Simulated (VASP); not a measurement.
Co: single point with revPBE

The system is Co.

```
CELL_PARAMETERS angstrom
-2.92285 2.54371 1.23424
2.54371 -2.92285 1.23424
2.13545 2.13545 -1.92863
ATOMIC_POSITIONS crystal
Co 0.98866 0.01134 0.00000
Co 0.76134 0.23866 0.50000
```

This cell differs from its parent crystal: volume scaled by 1.12.

- Program: VASP 6.6.1
- Task: single point
- Functional: revPBE
- Potentials or basis: VASP PAW PBE potentials, release 64 (Co)
- Cutoff: 520 eV
- k mesh: 21 × 21 × 14
- Occupations: fermi-dirac, width 0.1 eV
- Spin: no spin polarisation
- Dipole correction: no
- Further INCAR settings: ALGO = Normal; EDIFF = 1e-06; NBANDS = 16

```yaml
Pressure: -18.5 GPa
Largest_force: 0.205 eV/Å
Band_gap_on_the_k_mesh: zero (band 9 reaches 8.94 eV, above the bottom of band 10 at 7.92 eV)
```

Forces on the atoms (eV/Å):
```
Co   0.145 -0.145  0.000
Co  -0.145  0.145  0.000
```

Stress tensor (GPa, compression positive):
```
-19.23   0.16  -0.33
  0.16 -19.23  -0.33
 -0.33  -0.33 -17.07
```

Levels at points of the mesh, in eV from the Fermi level:
```
           k point  band 7  band 8  band 9  band 10  band 11  band 12
(0.00, 0.00, 0.00)   -0.82   -0.34   -0.13     0.15     0.55     1.83
(0.00, 0.00, 0.50)   -1.35   -1.35    0.20     0.20     1.78     1.78
```

It took 11 min on 1 thread of Intel(R) Xeon(R) Platinum 8488C (Sapphire Rapids) (shared host), peak memory 0.63 GiB.

Caveat: the PAW data sets were made with another functional, which shifts forces and pressure a little; the run has no spin polarisation, though such a crystal can be magnetic. Spin polarisation is off, so any magnetic state and its effect on volume and gap are missing.
